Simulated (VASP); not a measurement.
The system is AlNi.

```xyz
2
Lattice="2.3310 -1.4130 0.0000 2.3310 1.4130 0.0000 -1.3743 0.0000 3.9319" Properties=species:S:1:pos:R:3 pbc="T T T"
Ni    1.6438    0.0000    1.9660
Al    0.0000    0.0000    0.0000
```

Base run:

- Program: VASP 6.6.1
- Functional: PBE
- Potentials or basis: VASP PAW PBE potentials, release 64 (Ni, Al)
- Cutoff: 520 eV
- k mesh: 11 × 11 × 7
- Occupations: fermi-dirac, width 0.05 eV
- Spin: collinear spin, ferromagnetic start
- Starting moments: [1.0, 0.0] μB

Its results: pressure -3.3 GPa; net moment 0.00 μB per cell.

Problem. The run is repeated on the same cell with these changes: functional from PBE to PBEsol; further incar settings from ALGO = Normal; EDIFF = 1e-06; NBANDS = 18 to ALGO = Fast; EDIFF = 1e-06; NBANDS = 18. What comes out?

Solution. Pressure -8.1 GPa; net moment 0.00 μB per cell.

Caveats: the PAW data sets were made with another functional, which shifts forces and pressure a little (some runs).
